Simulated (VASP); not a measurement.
# H3C20N in VASP: notebook

Runs on H3C20N. Level: PBE+D3(BJ). Tasks: single point.

Program: VASP 6.6.1. These are calculated values, not measurements. Logs are shortened: lines on timing, memory, paths and dates and some standing lists are left out, and cuts for length are marked.

## 1. The cell of the first run

The cell holds a slab with vacuum, 24 atoms: a = 7.395 Å, b = 7.395 Å, c = 20.992 Å, α = 90.00°, β = 90.00°, γ = 120.00°.

## 2. Single point, PBE+D3(BJ)

Contents of INCAR:

```
ALGO = Normal
DIPOL = 0.5 0.5 0.421
EDIFF = 1E-6
ENCUT = 520
GGA = PE
IDIPOL = 3
ISIF = 2
ISMEAR = 0
IVDW = 12
LASPH = T
LCHARG = F
LDIPOL = T
LREAL = Auto
LWAVE = F
NBANDS = 62
NELM = 60
PREC = Accurate
SIGMA = 0.05
```

Contents of KPOINTS:

```
k-points
0
Gamma
  3 3 1
```

Contents of POSCAR:

```
H3C20N
1.0
    7.3951485247      0.0000000000      0.0000000000
   -3.6975742623      6.4043864871      0.0000000000
    0.0000000000      0.0000000000     20.9919100066
C N H
20 1 3
Direct
    0.5555555556      0.4444444444      0.3810991948
    0.5563411020      0.7783775239      0.3812409419
    0.5560610897      0.1108570792      0.3812410062
    0.8895303385      0.4449545505      0.3812975891
    0.8893278038      0.7775867016      0.3810493104
    0.8887331907      0.1109672308      0.3809866276
    0.2226581287      0.4441889282      0.3811740749
    0.2221132498      0.7777607509      0.3812944432
    0.2227899641      0.1115459035      0.3808706619
    0.4445061151      0.2223888716      0.3809962063
    0.4447735621      0.5552657303      0.3812012473
    0.4452824230      0.8892401671      0.3813186569
    0.7780838960      0.2218263222      0.3812248051
    0.7786682581      0.5560347763      0.3812106424
    0.7778775805      0.8890787383      0.3810126051
    0.1118010109      0.2225040865      0.3809136328
    0.1111412828      0.5557495540      0.3813362779
    0.1112501463      0.8884584876      0.3810455709
    0.3073963522      0.2551265068      0.5430161861
    0.0911220202      0.0879875557      0.5406241830
   -0.0818455791     -0.0456767998      0.5386758794
    0.3520419949      0.3115453160      0.5920643835
    0.4106947837      0.1990974742      0.5255929980
    0.3298824357      0.3863119960      0.5129456446
```

Potentials or basis: VASP PAW PBE potentials, release 64 (C, N, H).

On the command line:

```bash
$ cat potpaw_PBE.64/C/POTCAR potpaw_PBE.64/N/POTCAR potpaw_PBE.64/H/POTCAR > POTCAR
$ mpirun -np 1 vasp_std > vasp.out
```

OUTCAR:

```text
EDIFF = 1E-6
   ENCUT = 520
   GGA = PE
   ISIF = 2
   ISMEAR = 0
   IVDW = 12
   LASPH = T
   LREAL = Auto
   NELM = 60
   PREC = Accurate
 IVDW          = 12

 ion  position               nearest neighbor table
   1  0.556  0.444  0.381-  11 1.42  10 1.42  14 1.43
   2  0.556  0.778  0.381-  15 1.42  12 1.42  11 1.43
   3  0.556  0.111  0.381-  12 1.42  13 1.42  10 1.43
   4  0.890  0.445  0.381-  17 1.42  14 1.42  13 1.43
   5  0.889  0.778  0.381-  14 1.42  18 1.42  15 1.43
   6  0.889  0.111  0.381-  13 1.42  15 1.42  16 1.43
[... 10 lines left out ...]
  17  0.111  0.556  0.381-   4 1.42   8 1.42   7 1.43
  18  0.111  0.888  0.381-   8 1.42   5 1.42   9 1.43
  19  0.307  0.255  0.543-  22 1.10  23 1.10  24 1.10  20 1.45
  20  0.091  0.088  0.541-  21 1.16  19 1.45
  21  0.918  0.954  0.539-  20 1.16
  22  0.352  0.312  0.592-  19 1.10
  23  0.411  0.199  0.526-  19 1.10
  24  0.330  0.386  0.513-  19 1.10

  LATTYP: Found a hexagonal cell.
 ALAT       =     7.3951485247
 C/A-ratio  =     2.8386055989

  Lattice vectors:

 A1 = (   7.3951485247,   0.0000000000,   0.0000000000)
 A2 = (  -3.6975742623,   6.4043864871,   0.0000000000)
 A3 = (   0.0000000000,   0.0000000000,  20.9919100066)

Analysis of symmetry for initial positions (statically):
=====================================================================
 Subroutine PRICEL returns:
 Original cell was already a primitive cell.

 Routine SETGRP: Setting up the symmetry group for a
 hexagonal supercell.

 Subroutine GETGRP returns: Found  1 space group operations
 (whereof  1 operations were pure point group operations)
 out of a pool of 24 trial point group operations.

The static configuration has the point symmetry C_1 .

Analysis of symmetry for dynamics (positions and initial velocities):
=====================================================================
 Subroutine PRICEL returns:
 Original cell was already a primitive cell.

 Routine SETGRP: Setting up the symmetry group for a
 hexagonal supercell.

 Subroutine GETGRP returns: Found  1 space group operations
 (whereof  1 operations were pure point group operations)
 out of a pool of 24 trial point group operations.

The dynamic configuration has the point symmetry C_1 .

 Subroutine INISYM returns: Found  1 space group operations
 (whereof  1 operations are pure point group operations),
 and found     1 'primitive' translations

[... 131 lines left out ...]
   EMIN   =  10.00;   EMAX   =-10.00  energy-range for DOS
   EFERMI =   0.00;   METHOD = LEGACY
   ISMEAR =     0;   SIGMA  =   0.05  broadening in eV -4-tet -1-fermi 0-gaus
   EFERMI_NEDOS =   21; number of points for ismear=-14 and -15
   IALGO  =     38    algorithm
   IMIX   =      4    mixing-type and parameters
     AMIX     =   0.40;   BMIX     =  1.00
     AMIX_MAG =   1.60;   BMIX_MAG =  1.00
  volume/ion in A,a.u.               =      41.43       279.55
  Fermi-wavevector in a.u.,A,eV,Ry     =   0.729587  1.378719  7.242338  0.532297
  Thomas-Fermi vector in A             =   1.821346
   LORBIT       =      0    0 simple, 1 ext, 2 COOP (PROOUT), +10 PAW based schemes
   GGA     = PE    functional components
   LHFCALC =     F    Hartree Fock is set to
   AEXX    =    0.0000 exact exchange contribution
   IVDW    =    12    specifies the selected vdW correction
   LEPSILON=     F    determine dielectric tensor
   LRPA    =     F    only Hartree local field effects (RPA)
 non-spin polarized calculation
 Gauss-broadening in eV      SIGMA  =   0.05
  energy-cutoff  :      520.00
  volume of cell :      994.21
 maximum number of plane-waves:     26780
   NGX = 27   NGY = 27   NGZ = 79

 dipolmoment           0.000000      0.000000      0.000141 electrons x Angstroem

 number of electron      87.9999997 magnetization

 dipolmoment           0.000000      0.000000     -0.014733 electrons x Angstroem

 Free energy of the ion-electron system (eV)
  ---------------------------------------------------
  ext. energy  EPLUGINS =         0.00000000
  ---------------------------------------------------
  free energy    TOTEN  =      -202.70960331 eV

  energy without entropy =     -202.70230455  energy(sigma->0) =     -202.70595393

 E-fermi :  -2.5377     XC(G=0):  -2.6663

 val. band max:       -2.5707221138   @ k =   0.0000   0.0000   0.0000
 cond. band min:      -2.5048688245   @ k =   0.0000   0.0000   0.0000
 fundamental gap:      0.0658532893
 Fermi energy:        -2.5377204827

 k-point     1 :       0.0000    0.0000    0.0000
  band No.  band energies     occupation
      1     -22.0658      2.00000
      2     -20.8759      2.00000
      3     -19.5198      2.00000
      4     -19.4968      2.00000
      5     -19.4788      2.00000
      6     -19.4687      2.00000
[... 284 lines left out ...]
     55       2.0516      0.00000
     56       2.3054      0.00000
 [bands above 56 left out]

------------------------ aborting loop because EDIFF is reached ----------------------------------------

 vacuum level on the upper side and lower side of the slab       (xc-potential included)        -0.140        -0.074

 Edisp (eV)   -1.94018

 E8    (eV) :    -0.5848

  FORCE on cell =-STRESS in cart. coord.  units (eV):
  Direction    XX          YY          ZZ          XY          YZ          ZX
  --------------------------------------------------------------------------------------
  -------------------------------------------------------------------------------------
  Total       1.01305     1.05908    -0.21186     0.23972    -0.00923     0.01300
  in kB       1.63255     1.70672    -0.34141     0.38632    -0.01487     0.02095
  external pressure =        1.00 kB  Pullay stress =        0.00 kB

 VOLUME and BASIS-vectors are now :
 -----------------------------------------------------------------------------
  energy-cutoff  :      520.00
  volume of cell :      994.21
      direct lattice vectors                 reciprocal lattice vectors
     7.395148525  0.000000000  0.000000000     0.135223788  0.078071491  0.000000000
    -3.697574262  6.404386487  0.000000000     0.000000000  0.156142981  0.000000000
     0.000000000  0.000000000 20.991910007     0.000000000  0.000000000  0.047637399

 POSITION                                       TOTAL-FORCE (eV/Angst)
 -----------------------------------------------------------------------------------
      2.46505      2.84639      8.00000         0.003892     -0.003065      0.006991
      1.23612      4.98503      8.00298        -0.000938      0.003478      0.000484
      3.70225      0.70997      8.00298         0.005675      0.010441      0.001350
      4.93296      2.84966      8.00416        -0.007837     -0.002854      0.002297
      3.70153      4.97997      7.99895         0.001824      0.011158     -0.002446
      6.16200      0.71068      7.99764         0.007884     -0.009137     -0.002352
[... 16 lines left out ...]
      2.30097      1.27510     11.03320         0.000110      0.002208      0.001478
      1.01111      2.47409     10.76771         0.003298     -0.001284     -0.000312
 -----------------------------------------------------------------------------------
    total drift:                                0.023152      0.006908     -0.019014

  FREE ENERGIE OF THE ION-ELECTRON SYSTEM (eV)
  ---------------------------------------------------
  free  energy   TOTEN  =      -204.6497871815 eV

  energy  without entropy=     -204.6424884130  energy(sigma->0) =     -204.64613780

 vacuum level on the upper side and lower side of the slab         1.562         1.626
```

OSZICAR:

```text
N       E                     dE             d eps       ncg     rms          rms(c)
DAV:   1     0.775864664523E+03    0.77586E+03   -0.32517E+04   676   0.106E+03
DAV:   2    -0.669531963506E+02   -0.84282E+03   -0.80992E+03   946   0.253E+02
DAV:   3    -0.212814717841E+03   -0.14586E+03   -0.14537E+03   752   0.112E+02
[... 18 lines left out ...]
DAV:  22    -0.202709584941E+03   -0.17990E-04   -0.50382E-07   492   0.164E-03    0.948E-04
DAV:  23    -0.202709597490E+03   -0.12549E-04   -0.40298E-07   532   0.151E-03    0.667E-04
DAV:  24    -0.202709600482E+03   -0.29921E-05   -0.11300E-07   546   0.767E-04    0.545E-04
DAV:  25    -0.202709602710E+03   -0.22276E-05   -0.67602E-08   494   0.596E-04    0.960E-05
DAV:  26    -0.202709603315E+03   -0.60519E-06   -0.24218E-08   502   0.346E-04
   1 F= -.20464979E+03 E0= -.20464614E+03  d E =-.729877E-02
```

It took 16 min on 1 thread of Intel Xeon 8259CL, shared host; peak memory 1 GiB.

What came out:

```yaml
Free_energy: -204.6498 eV
Largest_force: 0.390 eV/Å
Band_gap_on_the_k_mesh: 0.07 eV
Dispersion_energy_per_atom: -0.081 eV
```

Forces on the atoms (eV/Å):
```
C    0.004 -0.003  0.007
C   -0.001  0.003  0.000
C    0.006  0.010  0.001
C   -0.008 -0.003  0.002
C    0.002  0.011 -0.002
C    0.008 -0.009 -0.002
C    0.003  0.002  0.001
C    0.001 -0.004  0.001
C   -0.008 -0.003 -0.004
C   -0.002  0.003 -0.001
C   -0.009  0.005 -0.002
C    0.004 -0.010  0.000
C   -0.001 -0.003  0.001
C    0.003  0.001  0.000
C    0.007  0.008 -0.002
C    0.001 -0.011 -0.004
C    0.006  0.006  0.001
C   -0.011  0.002 -0.004
C    0.000 -0.001  0.006
C    0.258  0.287  0.018
N   -0.263 -0.288 -0.011
H   -0.003 -0.005 -0.007
H    0.000  0.002  0.001
H    0.003 -0.001  0.000
```

Levels at points of the mesh, in eV from the valence-band top:
```tsv
k point	band 42	band 43	band 44	band 45	band 46	band 47
(0.00, 0.00, 0.00)	-3.00	-0.01	0.00	0.07	0.07	3.10
```

## 3. Single point, PBE+D3(BJ)

Contents of INCAR:

```
SYSTEM = H3C20N
PREC = Accurate ; ENCUT = 520
EDIFF = 1E-7 ; ISMEAR = 0
SIGMA = 0.05 ; LREAL = Auto
LASPH = .TRUE. ; NELM = 100
ALGO = Normal ; ISIF = 2
LWAVE = .FALSE. ; LCHARG = .FALSE.
LDIPOL = .TRUE. ; IDIPOL = 3
DIPOL = 0.5 0.5 0.421 ; GGA = PE
IVDW = 12 ; NBANDS = 62
```

Contents of KPOINTS:

```
regular mesh
0
G
  3 3 1
  0 0 0
```

POSCAR is that of step 2.

Potentials or basis: VASP PAW PBE potentials, release 64 (C, N, H).

On the command line:

```bash
$ cat potpaw_PBE.64/C/POTCAR potpaw_PBE.64/N/POTCAR potpaw_PBE.64/H/POTCAR > POTCAR
$ mpirun -np 1 vasp_std > vasp.out
```

Run time: 19 min. Hardware: 1 thread of Intel Xeon 8259CL, shared host; peak memory 1 GiB.

Results (log left out):

| Quantity | Value |
| --- | --- |
| Free energy | -204.6498 eV |
| Largest force | 0.390 eV/Å |
| Band gap on the k mesh | 0.07 eV |
| Dispersion energy per atom | -0.081 eV |

Forces in eV/Å, atoms in the order of the input:
```
C    0.004 -0.003  0.007
C   -0.001  0.003  0.000
C    0.006  0.010  0.001
C   -0.008 -0.003  0.002
C    0.002  0.011 -0.002
C    0.008 -0.009 -0.002
C    0.003  0.002  0.001
C    0.001 -0.004  0.001
C   -0.008 -0.003 -0.004
C   -0.002  0.003 -0.001
C   -0.009  0.005 -0.002
C    0.004 -0.010  0.000
C   -0.001 -0.003  0.001
C    0.003  0.001  0.000
C    0.007  0.008 -0.002
C    0.001 -0.011 -0.004
C    0.006  0.006  0.001
C   -0.011  0.002 -0.004
C    0.000 -0.001  0.006
C    0.258  0.287  0.018
N   -0.263 -0.288 -0.011
H   -0.003 -0.005 -0.007
H    0.000  0.002  0.001
H    0.003 -0.001  0.000
```

Levels at points of the mesh, in eV from the valence-band top:
| k point | band 42 | band 43 | band 44 | band 45 | band 46 | band 47 |
| --- | --- | --- | --- | --- | --- | --- |
| (0.00, 0.00, 0.00) | -3.00 | -0.01 | 0.00 | 0.07 | 0.07 | 3.10 |
